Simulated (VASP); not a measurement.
Here is a VASP 6.6.1 calculation.

Contents of POSCAR:

```
KCl
1.0
    0.0000000000      3.6434513064      2.3682433492
    3.6434513064      0.0000000000      2.3682433492
    3.6434513064      3.6434513064      0.0000000000
K Cl
1 1
Direct
    0.0000000000      0.0000000000      0.0000000000
    0.5000000000      0.5000000000      0.5000000000
```

The input INCAR.step1:

```
ALGO = Normal
EDIFF = 1E-4
ENCUT = 520
GGA = PE
ISMEAR = 0
LASPH = T
LCHARG = F
LREAL = F
LWAVE = T
NBANDS = 15
NELM = 80
PREC = Accurate
SIGMA = 0.05
```

The input INCAR.step2:

```
ALGO = Normal
EDIFF = 1E-7
ENCUT = 520
ISIF = 2
ISMEAR = 0
ISTART = 1
LASPH = T
LCHARG = T
LELF = T
LMIXTAU = T
LREAL = F
LVHAR = T
LWAVE = F
METAGGA = R2SCAN
NBANDS = 15
NELM = 80
PREC = Accurate
SIGMA = 0.05
```

File KPOINTS:

```
k-points
0
Gamma
  8 8 8
```

Potentials or basis: VASP PAW PBE potentials, release 64 (K_sv, Cl).

Run with:

```bash
$ cat potpaw_PBE.64/K_sv/POTCAR potpaw_PBE.64/Cl/POTCAR > POTCAR
$ cp INCAR.step1 INCAR
$ mpirun -np 1 vasp_std > vasp.out
$ cp INCAR.step2 INCAR
$ mpirun -np 1 vasp_std > vasp.out
```

What does it give for the pressure?

16.5 GPa.

Estimate the band gap on the k mesh.

3.51 eV, direct.

Stress tensor (GPa, compression positive):
```
-1.92  0.00  0.00
 0.00 -1.92  0.00
 0.00  0.00 53.44
```

Caveat: the PAW data sets were made with another functional, which shifts forces and pressure a little. A k mesh can miss the band edges.
